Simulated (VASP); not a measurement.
Wanted: the native input for a VASP 6.6.1 run.

```
Task                   : single point
Functional             : r2SCAN
Potentials or basis    : VASP PAW PBE potentials, release 64 (Mg)
Cutoff                 : 520 eV
k mesh                 : 16 × 16 × 16
Occupations            : gaussian, width 0.1 eV
Spin                   : no spin polarisation
Dipole correction      : no
Further INCAR settings : ALGO = Normal; EDIFF = 1e-07; NBANDS = 7
```

Crystal: Mg.

```
Mg
1.0
    -1.77877    1.77877    1.77877
     1.77877   -1.77877    1.77877
     1.77877    1.77877   -1.77877
Mg
1
Direct
  0.00000 0.00000 0.00000
```

These files were run (other wordings do the same):

POSCAR

```
Mg
1.0
   -1.7787714380      1.7787714380      1.7787714380
    1.7787714380     -1.7787714380      1.7787714380
    1.7787714380      1.7787714380     -1.7787714380
Mg
1
Direct
    0.0000000000      0.0000000000      0.0000000000
```

INCAR.step1

```
ALGO = Normal ; EDIFF = 1E-4
ENCUT = 520 ; GGA = PE
ISMEAR = 0 ; LASPH = T
LCHARG = F ; LREAL = F
LWAVE = T ; NBANDS = 7
NELM = 100 ; PREC = Accurate
SIGMA = 0.1
```

INCAR.step2

```
ALGO = Normal ; EDIFF = 1E-7
ENCUT = 520 ; ISIF = 2
ISMEAR = 0 ; ISTART = 1
LASPH = T ; LCHARG = F
LMIXTAU = T ; LREAL = F
LWAVE = F ; METAGGA = R2SCAN
NBANDS = 7 ; NELM = 100
PREC = Accurate ; SIGMA = 0.1
```

KPOINTS

```
k-points
0
Gamma
  16 16 16
```

Potentials or basis: VASP PAW PBE potentials, release 64 (Mg).

Launch:

```bash
$ cat potpaw_PBE.64/Mg/POTCAR > POTCAR
$ cp INCAR.step1 INCAR
$ mpirun -np 1 vasp_std > vasp.out
$ cp INCAR.step2 INCAR
$ mpirun -np 1 vasp_std > vasp.out
```

Results of the run:

```yaml
Pressure: -0.3 GPa
Band_gap_on_the_k_mesh: zero (band 1 reaches 6.93 eV, above the bottom of band 2 at 1.91 eV)
```

Caveat: the PAW data sets were made with another functional, which shifts forces and pressure a little.

Wall time 47 s on 1 thread of Intel(R) Xeon(R) Platinum 8259CL CPU @ 2.50GHz (Skylake/Cascade Lake), on a shared host, peak memory 0.15 GiB.
